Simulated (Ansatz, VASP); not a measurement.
Na4Be3: VASP beside Ansatz

Contents of INCAR:

```
ALGO = Normal
EDIFF = 1E-7
ENCUT = 520
GGA = PE
ISIF = 2
ISMEAR = 0
LASPH = True
LCHARG = False
LREAL = False
LWAVE = False
NBANDS = 26
NELM = 80
PREC = Accurate
SIGMA = 0.1
```

The input KPOINTS:

```
k-points
0
Gamma
  4 4 4
```

File POSCAR:

```
Na4Be3
1.0
    4.8083552600      0.0000000000      0.0000000000
    0.0000000000      4.8083552600      0.0000000000
    0.0000000000      0.0000000000      4.8083552600
Na Be
4 3
Direct
    0.7237776700      0.2762223300      0.2762223300
    0.2762223300      0.7237776700      0.2762223300
    0.2762223300      0.2762223300      0.7237776700
    0.7237776700      0.7237776700      0.7237776700
    0.0000000000      0.0000000000      0.5000000000
    0.5000000000      0.0000000000      0.0000000000
    0.0000000000      0.5000000000      0.0000000000
```

Input for Ansatz:

```yaml
crystal:
  lattice:
    - [4.80835526, 0.0, 0.0]
    - [0.0, 4.80835526, 0.0]
    - [0.0, 0.0, 4.80835526]
  atoms:
    - { symbol: Na, position: [0.72377767, 0.27622233, 0.27622233] }
    - { symbol: Na, position: [0.27622233, 0.72377767, 0.27622233] }
    - { symbol: Na, position: [0.27622233, 0.27622233, 0.72377767] }
    - { symbol: Na, position: [0.72377767, 0.72377767, 0.72377767] }
    - { symbol: Be, position: [0.0, 0.0, 0.5] }
    - { symbol: Be, position: [0.5, 0.0, 0.0] }
    - { symbol: Be, position: [0.0, 0.5, 0.0] }
basis:
  ecutwfc: 420
kpoints:
  mp_grid: { grid: [4, 4, 4] }
hamiltonian:
  xc: pbe
scf:
  occupations: { method: gaussian, width: 0.1 }
  lower_state_search: "off"
output:
  forces: true
  stress: true
  eigenvalues: true
```

Change from the starting cell: species swapped into the Si3As4 type (P-43m, No. 215).

Alike in both runs: task single point; functional PBE; k mesh 4 × 4 × 4; occupations gaussian, width 0.1 eV; no spin polarisation.

```csv
,VASP,Ansatz
version,VASP 6.6.1,Ansatz 0.2.0
potentials or method,"VASP PAW PBE potentials, release 64 (Na_pv, Be), cutoff 520 eV","scalar-relativistic, plane waves, PAW"
valence electrons in the cell,34,42
```

Ansatz gave:

- gap on the k mesh at the Fermi level (eV): none
- pressure (GPa): 24.1
- rms of the force components (eV/Å): 0.924

Which values does VASP return?

gap on the k mesh at the Fermi level (eV): none; pressure (GPa): 24.2; rms of the force components (eV/Å): 0.929.

Atom by atom the forces differ by 0.004 eV/Å (rms over components). A gap of «none» marks a metal or a gap that the smearing closes. With one functional, cell and mesh, what is left measures potentials, basis and numerics. VASP's potentials hold 34 valence electrons a cell and Ansatz's 42, so a difference there can come from the potentials and not from the codes.
